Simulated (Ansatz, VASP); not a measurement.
# P: VASP beside Ansatz

```xyz
4
Lattice="1.6582 -5.2420 0.0000 1.6582 5.2420 0.0000 0.0000 0.0000 4.3793" Properties=species:S:1:pos:R:3 pbc="T T T"
P     1.6582   -4.1752    0.3542
P     1.6582   -1.0668    2.5439
P     1.6582    4.1752    4.0251
P     1.6582    1.0668    1.8354
```

Alike in both runs: functional LDA; k mesh 12 × 12 × 10; occupations gaussian, width 0.05 eV; no spin polarisation.

Ansatz relaxed the structure, and its values are those at the end. VASP's run is a single point on that final structure, the one shown.

|  | VASP | Ansatz |
| --- | --- | --- |
| version | VASP 6.6.1 | Ansatz 0.2.0 |
| potentials or method | VASP PAW LDA potentials, release 64 (P), cutoff 520 eV | scalar-relativistic, plane waves, PAW |
| valence electrons in the cell | 20 | 20 |

Ansatz gave:

* gap on the k mesh at the Fermi level (eV): none
* pressure (GPa): -2.4
* rms of the force components (eV/Å): 0.000

Problem. Estimate VASP's values.

Solution. gap on the k mesh at the Fermi level (eV): none; pressure (GPa): -2.7; rms of the force components (eV/Å): 0.026.

LDA's correlation is that of Perdew and Zunger in VASP and of Perdew and Wang (1992) in Ansatz. A gap of «none» marks a metal or a gap that the smearing closes. Ansatz's warnings: stress scf threshold loose.
